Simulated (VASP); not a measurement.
Wanted: the native input for a VASP 6.6.1 run.

* Task: single point
* Functional: PBEsol
* Potentials or basis: VASP PAW PBE potentials, release 64 (Pb_d)
* Cutoff: 520 eV
* k mesh: 16 × 16 × 16
* Occupations: gaussian, width 0.15 eV
* Spin: no spin polarisation
* Dipole correction: no
* Further INCAR settings: ALGO = Fast; EDIFF = 1e-06; NBANDS = 13

The structure of Pb lies in POSCAR:

```
Pb
1.0
    0.0000000000      2.5315450000      2.5932900000
    2.5315450000      0.0000000000      2.5932900000
    2.5315450000      2.5315450000      0.0000000000
Pb
1
Direct
    0.0000000000      0.0000000000      0.0000000000
```

This cell differs from its parent crystal: strain +0.025 along x and y, +0.050 along z.

The input as run:

INCAR

```
SYSTEM = Pb
PREC = Accurate
ENCUT = 520
EDIFF = 1E-6
ISMEAR = 0
SIGMA = 0.15
LREAL = .False.
LASPH = .True.
NELM = 80
ALGO = Fast
ISIF = 2
LWAVE = .False.
LCHARG = .False.
GGA = PS
NBANDS = 13
```

KPOINTS

```
Automatic mesh
0
Gamma
  16 16 16
  0 0 0
```

Potentials or basis: VASP PAW PBE potentials, release 64 (Pb_d).

Launch:

```sh
$ cat potpaw_PBE.64/Pb_d/POTCAR > POTCAR
$ mpirun -np 1 vasp_std > vasp.out
```

Results of the run:

- Pressure: -3.9 GPa
- Band gap on the k mesh: zero (band 7 reaches 12.82 eV, above the bottom of band 8 at 4.53 eV)

Caveat: the cell differs from its parent crystal (strain +0.025 along x and y, +0.050 along z); the PAW data sets were made with another functional, which shifts forces and pressure a little; spin-orbit coupling is left out, which moves the levels of the heavy elements.

Run time: 71 s on 1 thread of Intel(R) Xeon(R) 6975P-C (Granite Rapids), with other jobs on the host, peak memory 0.26 GiB.
